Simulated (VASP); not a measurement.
# Si2Ni (Cm) in VASP: single point with PBE

Aim: the single point of Si2Ni with PBE.

Everything below comes from runs of VASP 6.6.1. Logs are shortened: lines on timing, memory, paths and dates and some standing lists are left out, and cuts for length are marked.

### 1 The cell of the first run

It takes space group Cm (No. 8, monoclinic). The conventional cell has a = 6.671 Å, b = 3.851 Å, c = 3.851 Å, α = 90.00°, β = 125.26°, γ = 90.00°. Si (site symmetry m) has 4 Ni at 2.01 to 2.74 Å and 4 Si at 2.43 to 2.76 Å within 2.8 Å. Si (site symmetry m) has 4 Ni at 2.36 Å and 6 Si at 2.43 to 3.06 Å within 3.1 Å. Within 2.8 Å of Ni (site symmetry m) lie 8 Si at 2.01 to 2.74 Å.

### 2 Single point, PBE (atom 1 (Si) moved by (-0.450, +0.000) A along [1 1 0] and z)

INCAR

```
PREC = Accurate
ENCUT = 520
EDIFF = 1E-6
ISMEAR = 0
SIGMA = 0.15
LREAL = F
LASPH = T
NELM = 80
ALGO = Normal
ISIF = 2
LWAVE = F
LCHARG = T
GGA = PE
LELF = T
LVHAR = T
NBANDS = 16
```

KPOINTS

```
regular mesh
0
Gamma
  16 16 16
```

POSCAR

```
Si2Ni
1.0
    0.0000000000      2.7234129054      2.7234129054
    2.7234129054      0.0000000000      2.7234129054
    2.7234129054      2.7234129054      0.0000000000
Si Ni
2 1
Direct
    0.2500000000      0.2500000000      0.1331620241
    0.7500000000      0.7500000000      0.7500000000
    0.0000000000      0.0000000000      0.0000000000
```

Potentials or basis: VASP PAW PBE potentials, release 64 (Si, Ni).

Command:

```sh
cat potpaw_PBE.64/Si/POTCAR potpaw_PBE.64/Ni/POTCAR > POTCAR
mpirun -np 1 vasp_std > vasp.out
```

OUTCAR:

```text
PREC = Accurate
   ENCUT = 520
   EDIFF = 1E-6
   ISMEAR = 0
   LREAL = F
   LASPH = T
   NELM = 80
   ISIF = 2
   GGA = PE

 ion  position               nearest neighbor table
   1  0.250  0.250  0.133-   3 2.01   3 2.40   3 2.40   2 2.43   2 2.43   3 2.74   2 2.76   2 2.76
                             2 3.06   2 3.06
   2  0.750  0.750  0.750-   3 2.36   3 2.36   3 2.36   3 2.36   1 2.43   1 2.43   1 2.76   1 2.76
                             1 3.06   1 3.06
   3  0.000  0.000  0.000-   1 2.01   2 2.36   2 2.36   2 2.36   2 2.36   1 2.40   1 2.40   1 2.74

  LATTYP: Found a face centered cubic cell.
 ALAT       =     5.4468258108

  Lattice vectors:

 A1 = (   0.0000000000,   2.7234129054,   2.7234129054)
 A2 = (   2.7234129054,   0.0000000000,   2.7234129054)
 A3 = (   2.7234129054,   2.7234129054,   0.0000000000)

Analysis of symmetry for initial positions (statically):
=====================================================================
 Subroutine PRICEL returns:
 Original cell was already a primitive cell.

 Routine SETGRP: Setting up the symmetry group for a
 face centered cubic supercell.

 Subroutine GETGRP returns: Found  2 space group operations
 (whereof  2 operations were pure point group operations)
 out of a pool of 48 trial point group operations.

The static configuration has the point symmetry C_1h.

Analysis of symmetry for dynamics (positions and initial velocities):
=====================================================================
 Subroutine PRICEL returns:
 Original cell was already a primitive cell.

 Routine SETGRP: Setting up the symmetry group for a
 face centered cubic supercell.

 Subroutine GETGRP returns: Found  2 space group operations
 (whereof  2 operations were pure point group operations)
 out of a pool of 48 trial point group operations.

The dynamic configuration has the point symmetry C_1h.

 Subroutine INISYM returns: Found  2 space group operations
 (whereof  2 operations are pure point group operations),
 and found     1 'primitive' translations

----------------------------------------------------------------------------------------

                                     Primitive cell

  volume of cell :      40.3990

  direct lattice vectors                    reciprocal lattice vectors
     0.000000000  2.723412905  2.723412905    -0.183593167  0.183593167  0.183593167
     2.723412905  0.000000000  2.723412905     0.183593167 -0.183593167  0.183593167
     2.723412905  2.723412905  0.000000000     0.183593167  0.183593167 -0.183593167

  length of vectors
     3.851487467  3.851487467  3.851487467     0.317992693  0.317992693  0.317992693

  position of ions in fractional coordinates (direct lattice)
     0.250000000  0.250000000  0.133162024
     0.750000000  0.750000000  0.750000000
     0.000000000  0.000000000  0.000000000

  ion indices of the primitive-cell ions
   primitive index   ion index
                 1           1
                 2           2
                 3           3

----------------------------------------------------------------------------------------

 KPOINTS: regular mesh

Automatic generation of k-mesh.
 Grid dimensions read from file:
 generate k-points for:   16   16   16

 Generating k-lattice:

  Cartesian coordinates                     Fractional coordinates (reciprocal lattice)
    -0.011474573  0.011474573  0.011474573     0.062500000  0.000000000  0.000000000
     0.011474573 -0.011474573  0.011474573     0.000000000  0.062500000  0.000000000
     0.011474573  0.011474573 -0.011474573     0.000000000  0.000000000  0.062500000

  Length of vectors
     0.019874543  0.019874543  0.019874543

  Shift w.r.t. Gamma in fractional coordinates (k-lattice)
     0.000000000  0.000000000  0.000000000

 Subroutine IBZKPT returns following result:
 ===========================================

 Found   1098 irreducible k-points:

 Following reciprocal coordinates:
            Coordinates               Weight
  0.000000  0.000000  0.000000      1.000000
  0.062500  0.000000  0.000000      4.000000
  0.000000  0.000000  0.062500      2.000000
  0.062500  0.062500  0.062500      2.000000
  0.125000  0.000000  0.000000      4.000000
  0.000000  0.000000  0.125000      2.000000
[... 16 lines left out ...]
  0.500000  0.000000  0.000000      2.000000
  0.000000  0.000000  0.500000      1.000000
 [... further k-points ...]
   k-points           NKPTS =   1098   k-points in BZ     NKDIM =   1098   number of bands    NBANDS=     16
   number of dos      NEDOS =    301   number of ions     NIONS =      3
   total plane-waves  NPLWV =  27000
   dimension x,y,z NGX =    30 NGY =   30 NGZ =   30
   dimension x,y,z NGXF=    60 NGYF=   60 NGZF=   60
   ions per type =               2   1
   NGX,Y,Z   is equivalent  to a cutoff of  12.95, 12.95, 12.95 a.u.
   NGXF,Y,Z  is equivalent  to a cutoff of  25.90, 25.90, 25.90 a.u.
 SYSTEM =  unknown system
   PREC   = accura    normal or accurate (medium, high low for compatibility)
   ISTART =      0    job   : 0-new  1-cont  2-samecut
   ICHARG =      2    charge: 1-file 2-atom 10-const
   ISPIN  =      1    spin polarized calculation?
   LNONCOLLINEAR =      F non collinear calculations
   LSORBIT =      F    spin-orbit coupling
   LASPH  =      T    aspherical Exc in radial PAW
   ENCUT  =  520.0 eV  38.22 Ry    6.18 a.u.   7.16  7.16  7.16*2*pi/ulx,y,z
   NELM   =     80;   NELMIN=  2; NELMDL= -5     # of ELM steps
   EDIFF  = 0.1E-05   stopping-criterion for ELM
   LREAL  =      F    real-space projection
   EDIFFG = 0.1E-04   stopping-criterion for IOM
   NSW    =      0    number of steps for IOM
   IBRION =     -1    ionic relax: 0-MD 1-quasi-New 2-CG
   NFREE  =      0    steps in history (QN), initial steepest desc. (CG)
   ISIF   =      2    stress and relaxation
   ISYM   =      2    0-nonsym 1-usesym 2-fastsym
   POTIM  = 0.5000    time-step for ionic-motion
   TEBEG  =    0.0;   TEEND  =   0.0 temperature during run
   PSTRESS=    0.0 pullay stress
   NELECT =      18.0000    total number of electrons
   NUPDOWN=      -1.0000    fix difference up-down
   EMIN   =  10.00;   EMAX   =-10.00  energy-range for DOS
   EFERMI =   0.00;   METHOD = LEGACY
   ISMEAR =     0;   SIGMA  =   0.15  broadening in eV -4-tet -1-fermi 0-gaus
   EFERMI_NEDOS =   21; number of points for ismear=-14 and -15
   IALGO  =     38    algorithm
   IMIX   =      4    mixing-type and parameters
     AMIX     =   0.40;   BMIX     =  1.00
     AMIX_MAG =   1.60;   BMIX_MAG =  1.00
  volume/ion in A,a.u.               =      13.47        90.88
  Fermi-wavevector in a.u.,A,eV,Ry     =   1.250380  2.362876 21.272046  1.563451
  Thomas-Fermi vector in A             =   2.384377
   LORBIT       =      0    0 simple, 1 ext, 2 COOP (PROOUT), +10 PAW based schemes
   GGA     = PE    functional components
   LHFCALC =     F    Hartree Fock is set to
   AEXX    =    0.0000 exact exchange contribution
   IVDW    =     0    specifies the selected vdW correction
   LEPSILON=     F    determine dielectric tensor
   LRPA    =     F    only Hartree local field effects (RPA)
 non-spin polarized calculation
 Gauss-broadening in eV      SIGMA  =   0.15
  energy-cutoff  :      520.00
  volume of cell :       40.40
 maximum number of plane-waves:      1106
 NGX is ok and might be reduce to    30
   NGX = 15   NGY = 15   NGZ = 15

 number of electron      17.9999991 magnetization

 Free energy of the ion-electron system (eV)
  ---------------------------------------------------
  ext. energy  EPLUGINS =         0.00000000
  ---------------------------------------------------
  free energy    TOTEN  =       -16.54683981 eV

  energy without entropy =      -16.53465008  energy(sigma->0) =      -16.54074495

 E-fermi :  10.0198     XC(G=0): -11.4504

 val. band max:       10.0181489809   @ k =   0.2500   0.1875   0.0625
 cond. band min:      10.0198525347   @ k =   0.0625  -0.3750   0.4375
 fundamental gap:      0.0017035537
 Fermi energy:        10.0198252810

 k-point     1 :       0.0000    0.0000    0.0000
  band No.  band energies     occupation
      1      -3.6865      2.00000
      2       4.6548      2.00000
      3       4.7669      2.00000
      4       5.2956      2.00000
      5       6.5739      2.00000
      6       6.7671      2.00000
[... 8 lines left out ...]
     15      15.1047      0.00000
     16      16.6053      0.00000

 k-point     2 :       0.0625    0.0000    0.0000
  band No.  band energies     occupation
      1      -3.6301      2.00000
      2       4.5596      2.00000
      3       4.7879      2.00000
      4       5.2804      2.00000
      5       6.5653      2.00000
      6       6.7541      2.00000
[... 8 lines left out ...]
     15      14.9439      0.00000
     16      16.1981      0.00000

 k-point     3 :       0.0000    0.0000    0.0625
  band No.  band energies     occupation
      1      -3.6340      2.00000
      2       4.6557      2.00000
      3       4.7535      2.00000
      4       5.2004      2.00000
      5       6.5663      2.00000
      6       6.7675      2.00000
[... 8 lines left out ...]
     15      15.0666      0.00000
     16      16.2589      0.00000

 k-point     4 :       0.0625    0.0625    0.0625
  band No.  band energies     occupation
      1      -3.6294      2.00000
      2       4.6703      2.00000
      3       4.6851      2.00000
      4       5.3194      2.00000
      5       6.5488      2.00000
      6       6.7494      2.00000
[... 8 lines left out ...]
     15      14.7995      0.00000
     16      16.4636      0.00000

 k-point     5 :       0.1250    0.0000    0.0000
  band No.  band energies     occupation
      1      -3.4613      2.00000
      2       4.2558      2.00000
      3       4.8569      2.00000
      4       5.2552      2.00000
      5       6.5436      2.00000
      6       6.7242      2.00000
[... 8 lines left out ...]
     15      14.8113      0.00000
     16      15.7697      0.00000

 k-point     6 :       0.0000    0.0000    0.1250
  band No.  band energies     occupation
      1      -3.4776      2.00000
      2       4.6153      2.00000
      3       4.6572      2.00000
      4       5.0255      2.00000
      5       6.5500      2.00000
      6       6.7725      2.00000
[... 8 lines left out ...]
     15      15.0961      0.00000
     16      16.0032      0.00000
[... 267 lines left out ...]
 k-point    21 :       0.0000    0.0000    0.4375
  band No.  band energies     occupation
      1      -1.5500      2.00000
      2       1.4192      2.00000
      3       4.6174      2.00000
      4       5.1394      2.00000
      5       6.6956      2.00000
      6       7.0384      2.00000
[... 8 lines left out ...]
     15      18.3874      0.00000
     16      19.0856      0.00000

 k-point    22 :       0.4375    0.4375    0.4375
  band No.  band energies     occupation
      1      -1.1297      2.00000
      2       0.9894      2.00000
      3       5.5668      2.00000
      4       5.7515      2.00000
      5       5.8088      2.00000
      6       6.5012      2.00000
[... 8 lines left out ...]
     15      18.7321      0.00000
     16      18.9303      0.00000

 k-point    23 :       0.5000    0.0000    0.0000
  band No.  band energies     occupation
      1      -0.5496      2.00000
      2       0.0517      2.00000
      3       5.1112      2.00000
      4       5.6264      2.00000
      5       6.1932      2.00000
      6       6.7024      2.00000
[... 8 lines left out ...]
     15      19.5495      0.00000
     16      19.9245      0.00000

 k-point    24 :       0.0000    0.0000    0.5000
  band No.  band energies     occupation
      1      -1.3538      2.00000
      2       1.1613      2.00000
      3       4.6134      2.00000
      4       5.1471      2.00000
      5       6.7201      2.00000
      6       7.0261      2.00000
[... 8 lines left out ...]
     15      18.7485      0.00000
     16      19.6412      0.00000

 [... further k-points ...]

------------------------ aborting loop because EDIFF is reached ----------------------------------------

  FORCE on cell =-STRESS in cart. coord.  units (eV):
  Direction    XX          YY          ZZ          XY          YZ          ZX
  --------------------------------------------------------------------------------------
  -------------------------------------------------------------------------------------
  Total        2.6651607      2.6651607      2.3972075      1.7946842      2.7120999      2.7120997
  in kB      105.6972072    105.6972072     95.0704903     71.1751114    107.5587631    107.5587554
  external PRESSURE =     102.1549682 kB  Pullay stress =       0.0000000 kB

 VOLUME and BASIS-vectors are now :
 -----------------------------------------------------------------------------
  energy-cutoff  :      520.00
  volume of cell :       40.40
      direct lattice vectors                 reciprocal lattice vectors
     0.000000000  2.723412905  2.723412905    -0.183593167  0.183593167  0.183593167
     2.723412905  0.000000000  2.723412905     0.183593167 -0.183593167  0.183593167
     2.723412905  2.723412905  0.000000000     0.183593167  0.183593167 -0.183593167

 POSITION                                       TOTAL-FORCE (eV/Angst)
 -----------------------------------------------------------------------------------
      1.04351      1.04351      1.36171         2.840195      2.840195      1.844236
      4.08512      4.08512      4.08512        -0.965260     -0.965260      0.158192
      0.00000      0.00000      0.00000        -1.874934     -1.874934     -2.002428
 -----------------------------------------------------------------------------------
    total drift:                               -0.000100     -0.000100     -0.000064

  FREE ENERGIE OF THE ION-ELECTRON SYSTEM (eV)
  ---------------------------------------------------
  free  energy   TOTEN  =       -16.5468398090 eV

  energy  without entropy=      -16.5346500841  energy(sigma->0) =      -16.54074495
```

Wall time 11 min (1 thread of Intel Xeon Platinum 8488C (Sapphire Rapids), shared host); peak memory 0.74 GiB.

What came out:

```
Free energy            : -16.5468 eV
Pressure               : 10.2 GPa
Largest force          : 4.420 eV/Å
Band gap on the k mesh : zero (bands 9 and 10 overlap by 1.75 eV)
```

Forces on the atoms (eV/Å):
```
Si   2.840  2.840  1.844
Si  -0.965 -0.965  0.158
Ni  -1.875 -1.875 -2.002
```

Caveat: the cell differs from its parent crystal (atom 1 (Si) moved by (-0.450, +0.000) A along [1 1 0] and z); the cell stands under pressure; forces of over 1 eV/Å act on the atoms, so gaps and moduli don't describe the material at rest.
